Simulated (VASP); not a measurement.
## Ti: single point with PBE

Crystal: Ti.

```
Ti
1.0
    -1.62762    1.62762    1.62762
     1.62762   -1.62762    1.62762
     1.62762    1.62762   -1.62762
Ti
1
Direct
  0.00000 0.00000 0.00000
```

```json
{
 "Program": "VASP 6.6.1",
 "Task": "single point",
 "Functional": "PBE",
 "Potentials or basis": "VASP PAW PBE potentials, release 64 (Ti_sv)",
 "Cutoff": "520 eV",
 "k mesh": "18 × 18 × 18",
 "Occupations": "gaussian, width 0.1 eV",
 "Spin": "no spin polarisation",
 "Dipole correction": "no",
 "Further INCAR settings": "ALGO = Fast; EDIFF = 1e-06; NBANDS = 12"
}
```

The pressure is -0.2 GPa and the band gap on the k mesh is zero (band 6 reaches 9.15 eV, above the bottom of band 7 at 7.56 eV).

Levels at points of the mesh, in eV from the Fermi level:
| k point | band 4 | band 5 | band 6 | band 7 | band 8 | band 9 |
| --- | --- | --- | --- | --- | --- | --- |
| (0.00, 0.00, 0.00) | -32.37 | -5.97 | 0.99 | 0.99 | 0.99 | 2.76 |
| (0.50, 0.00, 0.00) | -32.37 | -2.47 | -0.40 | 1.16 | 2.75 | 3.11 |
| (0.50, 0.50, 0.50) | -32.84 | -2.13 | -2.13 | 3.95 | 3.95 | 3.95 |

Wall time 36 s on 1 thread of Intel(R) Xeon(R) Platinum 8488C (Sapphire Rapids) (shared host), peak memory 0.16 GiB.
